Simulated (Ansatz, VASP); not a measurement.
ReOF3: VASP beside Ansatz

```
Re O F
1.0
    12.48000    0.00000    0.00000
     0.00000   12.55000    0.00000
     0.00000    0.00000    9.92000
Re O F
1 1 3
Direct
  0.50777 0.49982 0.50154
  0.63908 0.49982 0.54611
  0.49730 0.64108 0.45363
  0.36058 0.49982 0.54405
  0.49730 0.35857 0.45363
```

Alike in both runs: task single point; functional PBE; k mesh 1 × 1 × 1; occupations gaussian, width 0.01 eV; non-collinear spin, spin-orbit coupling.

```csv
,VASP,Ansatz
version,VASP 6.6.1,Ansatz 0.2.0
potentials or method,"VASP PAW PBE potentials, release 64 (Re, O, F), cutoff 520 eV","plane waves, PAW"
valence electrons in the cell,34,42
```

|  | VASP | Ansatz | Ansatz less VASP |
| --- | --- | --- | --- |
| rms of the force components (eV/Å) | 0.216 | 0.222 | +0.0061 |

Atom by atom the forces differ by 0.335 eV/Å (rms over components). One of these differences is far larger than is usual between the two programs; its cause wasn't traced. VASP's potentials hold 34 valence electrons a cell and Ansatz's 42, so a difference there can come from the potentials and not from the codes. Ansatz's warnings: xc potential rough in thin density.
